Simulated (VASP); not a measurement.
Here is a VASP 6.6.1 calculation.

The input INCAR:

```
ALGO     = Normal         # electronic algorithm
EDIFF    = 1E-7           # SCF threshold, eV
ENCUT    = 520            # plane-wave cutoff, eV
GGA      = PS             # functional
ISIF     = 2              # what is computed and relaxed
ISMEAR   = 0              # smearing method
LASPH    = T              # aspherical terms in the spheres
LCHARG   = F              # write CHGCAR
LREAL    = F              # projectors in reciprocal space
LWAVE    = F              # write WAVECAR
NBANDS   = 16             # bands
NELM     = 100            # most SCF steps
PREC     = Accurate       # precision mode
SIGMA    = 0.15           # smearing width, eV
```

KPOINTS

```
k-points
0
Gamma
  18 18 16
```

The input POSCAR:

```
WC
1.0
    2.9005014360      0.0000000000      0.0000000000
   -1.4502507180      2.5119079273      0.0000000000
    0.0000000000      0.0000000000      2.8290000000
W C
1 1
Direct
    0.0000000000      0.0000000000      0.0000000000
    0.6666666667      0.3333333333      0.5706963591
```

Potentials or basis: VASP PAW PBE potentials, release 64 (W_sv, C).

The run is started by

```sh
$ cat potpaw_PBE.64/W_sv/POTCAR potpaw_PBE.64/C/POTCAR > POTCAR
$ mpirun -np 1 vasp_std > vasp.out
```

(1) Predict the largest force.

(2) Predict the pressure.

(3) Estimate the band gap on the k mesh.

Answers

(1) 3.133 eV/Å.

(2) 9.7 GPa.

(3) zero (bands 9 and 10 overlap by 1.32 eV).

Caveat: the cell differs from its parent crystal (all C atoms moved -0.200 Å, as atom 2 towards its neighbour atom 2 (C) at 2.829 Å); the cell stands under pressure; the PAW data sets were made with another functional, which shifts forces and pressure a little; spin-orbit coupling is left out, which moves the levels of the heavy elements.
